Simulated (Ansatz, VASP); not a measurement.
**CdF2 in VASP and in Ansatz**

```
Cd F
1.0
     0.00000    2.61967    2.83841
     2.61967    0.00000    2.83841
     2.61967    2.61967    0.00000
Cd F
1 2
Direct
  0.00000 0.00000 0.00000
  0.25000 0.25000 0.25000
  0.75000 0.75000 0.75000
```

Alike in both runs: task single point; functional PBE; k mesh 8 × 8 × 8; occupations gaussian, width 0.05 eV; no spin polarisation.

|  | VASP | Ansatz |
| --- | --- | --- |
| version | VASP 6.6.1 | Ansatz 0.2.0 |
| potentials or method | VASP PAW PBE potentials, release 64 (Cd, F), cutoff 520 eV | scalar-relativistic, plane waves, PAW |
| valence electrons in the cell | 26 | 34 |

|  | VASP | Ansatz | Ansatz less VASP |
| --- | --- | --- | --- |
| gap on the k mesh at the Fermi level (eV) | 2.92 | 2.95 | +0.034 |
| least direct gap on the mesh (eV) | 3.38 | 3.41 | +0.032 |
| pressure (GPa) | 6.6 | 5.8 | -0.77 |
| traceless stress, the component that is largest in VASP (GPa) | -5.76 | -5.86 | -0.097 |

VASP's potentials hold 26 valence electrons a cell and Ansatz's 34, so a difference there can come from the potentials and not from the codes.
